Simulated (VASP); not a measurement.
Write the native input for VASP 6.6.1 that does the following.

```yaml
Task: single point
Functional: LDA
Potentials_or_basis: VASP PAW LDA potentials, release 64 (Mo_sv, Pt)
Cutoff: 500 eV
k_mesh: 5 × 5 × 5
Occupations: methfessel-paxton, width 0.1 eV
Spin: no spin polarisation
Dipole_correction: no
Further_INCAR_settings: ALGO = Normal; EDIFF = 1e-06; NBANDS = 30
```

The structure of MoPt3 lies in POSCAR:

```
MoPt3
1.0
    3.9795210000      0.0000000000      0.0000000000
    0.0000000000      3.9795210000      0.0000000000
    0.0000000000      0.0000000000      3.9795210000
Mo Pt
1 3
Direct
    0.0000000000      0.0000000000      0.0000000000
    0.5000000000      0.5000000000      0.0000000000
    0.5000000000      0.0000000000      0.5000000000
    0.0000000000      0.5000000000      0.5000000000
```

These files were run (other wordings do the same):

INCAR

```
SYSTEM = MoPt3
  PREC = Accurate
  ENCUT = 500
  EDIFF = 1E-6
  ISMEAR = 1
  SIGMA = 0.1
  LREAL = .FALSE.
  LASPH = .TRUE.
  NELM = 120
  ALGO = Normal
  ISIF = 2
  LWAVE = .FALSE.
  LCHARG = .TRUE.
  GGA = CA
  LELF = .TRUE.
  LVHAR = .TRUE.
  NBANDS = 30
  GGA_COMPAT = .FALSE.
```

KPOINTS

```
Automatic mesh
0
G
  5 5 5
  0 0 0
```

Potentials or basis: VASP PAW LDA potentials, release 64 (Mo_sv, Pt).

The run is started by

```console
$ cat potpaw_LDA.64/Mo_sv/POTCAR potpaw_LDA.64/Pt/POTCAR > POTCAR
$ mpirun -np 1 vasp_std > vasp.out
```

Results of the run:

```json
{
  "Pressure": "-16.8 GPa",
  "Band gap on the k mesh": "zero (band 22 reaches 12.52 eV, above the bottom of band 23 at 11.20 eV)"
}
```

Caveat: spin-orbit coupling is left out, which moves the levels of the heavy elements.

Run time: 8.5 s on 1 thread of Intel(R) Xeon(R) 6975P-C (Granite Rapids) (shared host), peak memory 0.14 GiB.
